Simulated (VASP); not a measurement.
Write the native input for VASP 6.6.1 that does the following.

```
Task                   : single point
Functional             : PBE
Potentials or basis    : VASP PAW PBE potentials, release 64 (Ru_pv, Ir)
Cutoff                 : 520 eV
k mesh                 : 6 × 6 × 2
Occupations            : gaussian, width 0.1 eV
Spin                   : no spin polarisation
Dipole correction      : no
Further INCAR settings : ALGO = Normal; EDIFF = 1e-06; NBANDS = 48
```

The structure of IrRu5 lies in POSCAR:

```
IrRu5
1.0
    2.7474301043      0.0000000000      0.0000000000
   -1.3737150522      2.3793442655      0.0000000000
    0.0000000000      0.0000000000     12.7835219431
Ru Ir
5 1
Direct
    0.3333333333      0.6666666667      0.8307501358
    0.3333333333      0.6666666667      0.1692498642
    0.3333333333      0.6666666667      0.5000000000
    0.6666666667      0.3333333333      0.3334798196
    0.6666666667      0.3333333333      0.6665201804
    0.6666666667      0.3333333333      0.0000000000
```

One way to write it, as run:

INCAR

```
PREC = Accurate
ENCUT = 520
EDIFF = 1E-6
ISMEAR = 0
SIGMA = 0.1
LREAL = F
LASPH = T
NELM = 60
ALGO = Normal
ISIF = 2
LWAVE = F
LCHARG = F
GGA = PE
NBANDS = 48
```

KPOINTS

```
regular mesh
0
Gamma
  6 6 2
```

Potentials or basis: VASP PAW PBE potentials, release 64 (Ru_pv, Ir).

Command:

```sh
$ cat potpaw_PBE.64/Ru_pv/POTCAR potpaw_PBE.64/Ir/POTCAR > POTCAR
$ mpirun -np 1 vasp_std > vasp.out
```

Results of the run:

```yaml
Pressure: 0.0 GPa
Largest_force: 0.019 eV/Å
Band_gap_on_the_k_mesh: zero (an odd number of electrons rules out a gap without spin polarisation)
```

Caveat: the k points lie up to 0.44 Å⁻¹ apart, too coarse for converged energies and pressures of a metal; spin-orbit coupling is left out, which moves the levels of the heavy elements.

Run time: 84 s on 1 thread of Intel(R) Xeon(R) 6975P-C (Granite Rapids) (shared host), peak memory 0.21 GiB.
